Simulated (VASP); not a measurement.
C, 4 atoms in the cell. It takes space group P6_3/mmc (No. 194, hexagonal). The conventional cell has a = 2.500 Å, b = 2.500 Å, c = 5.964 Å, α = 90.00°, β = 90.00°, γ = 120.00°. Within 1.9 Å of C (site symmetry -6m2) lie 3 C at 1.44 Å. C (site symmetry -6m2) has 3 C at 1.44 Å within 1.9 Å.  This cell differs from its parent crystal: volume 8.070 Å^3 an atom, c/a of the conventional cell 2.3858.

```yaml
Program: VASP 6.6.1
Task: single point
Functional: PBE
Dispersion: D3(BJ)
Potentials_or_basis: VASP PAW PBE potentials, release 64 (C)
Cutoff: 600 eV
k_mesh: 21 × 21 × 8
Occupations: gaussian, width 0.15 eV
Spin: no spin polarisation
Dipole_correction: no
Further_INCAR_settings: ALGO = Normal; EDIFF = 1e-06; NBANDS = 16
```

Potentials or basis: VASP PAW PBE potentials, release 64 (C).

The run is started by

```sh
$ cat potpaw_PBE.64/C/POTCAR > POTCAR
$ mpirun -np 1 vasp_std > vasp.out
```

Hardware: 1 thread of Intel Xeon 6975P-C, on a shared host.

Question: How long does it take, and how much memory?

Answer: Run time: 99 s on 1 thread of Intel Xeon 6975P-C, with other jobs on the host, peak memory 0.24 GiB. Counts: scf iterations 12, k points 240.
